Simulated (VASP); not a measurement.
Set up this calculation in VASP 6.6.1, as the native input.

| Quantity | Value |
| --- | --- |
| Task | single point |
| Functional | PBEsol |
| Potentials or basis | VASP PAW PBE potentials, release 64 (Se, Ti_sv) |
| Cutoff | 520 eV |
| k mesh | 10 × 10 × 4 |
| Occupations | fermi-dirac, width 0.05 eV |
| Spin | no spin polarisation |
| Dipole correction | no |
| Further INCAR settings | ALGO = Normal; EDIFF = 1e-06; NBANDS = 29 |

The structure of Ti3Se lies in POSCAR:

```
Ti3Se
1.0
    3.1974455988      0.0000000000      0.0000000000
   -1.5987227994      2.7690691158      0.0000000000
    0.0000000000      0.0000000000      7.9427450000
Se Ti
1 3
Direct
   -0.0011540000      0.0064750000      0.0036350000
    0.6486990000      0.3355620000      0.4964740000
    0.3398740000      0.6827770000      0.7784920000
    0.3302270000      0.6752620000      0.2237280000
```

This cell differs from its parent crystal: atoms moved at random.

These files were run (other wordings do the same):

INCAR

```
PREC = Accurate
ENCUT = 520
EDIFF = 1E-6
ISMEAR = -1
SIGMA = 0.05
LREAL = False
LASPH = True
NELM = 80
ALGO = Normal
ISIF = 2
LWAVE = False
LCHARG = False
GGA = PS
NBANDS = 29
```

KPOINTS

```
regular mesh
0
Gamma
  10 10 4
```

Potentials or basis: VASP PAW PBE potentials, release 64 (Se, Ti_sv).

Command:

```bash
$ cat potpaw_PBE.64/Se/POTCAR potpaw_PBE.64/Ti_sv/POTCAR > POTCAR
$ mpirun -np 1 vasp_std > vasp.out
```

Results of the run:

The pressure is -3.8 GPa, the largest force is 0.389 eV/Å and the band gap on the k mesh is zero (band 21 reaches 8.36 eV, above the bottom of band 22 at 7.75 eV).

Caveat: the cell differs from its parent crystal (atoms moved at random); the PAW data sets were made with another functional, which shifts forces and pressure a little.

It took 5.1 min on 1 thread of Intel(R) Xeon(R) Platinum 8375C CPU @ 2.90GHz (Ice Lake), on a shared host, peak memory 0.44 GiB.
